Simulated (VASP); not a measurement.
A run of VASP 6.6.1:

INCAR

```
PREC = Accurate
ENCUT = 520
EDIFF = 1E-8
ISMEAR = -1
SIGMA = 0.03
LREAL = False
LASPH = True
NELM = 80
ALGO = Normal
ISIF = 2
LWAVE = False
LCHARG = False
GGA = PS
LEFG = True
NBANDS = 12
```

KPOINTS

```
regular mesh
0
Gamma
  16 16 16
```

File POSCAR:

```
Ga
1.0
   -1.4040000000      1.4040000000      2.2290000000
    1.4040000000     -1.4040000000      2.2290000000
    1.4040000000      1.4040000000     -2.2290000000
Ga
1
Direct
    0.0000000000      0.0000000000      0.0000000000
```

Potentials or basis: VASP PAW PBE potentials, release 64 (Ga_d).

Run with:

```sh
$ cat potpaw_PBE.64/Ga_d/POTCAR > POTCAR
$ mpirun -np 1 vasp_std > vasp.out
```

Hardware: 1 thread of AMD EPYC 7R13 Processor (Zen 3), with other jobs on the host.

Task: Estimate the wall time of this run.

Result: Wall time 60 s on 1 thread of AMD EPYC 7R13 Processor (Zen 3), with other jobs on the host, peak memory 0.16 GiB. Counts: scf iterations 13, k points 349.
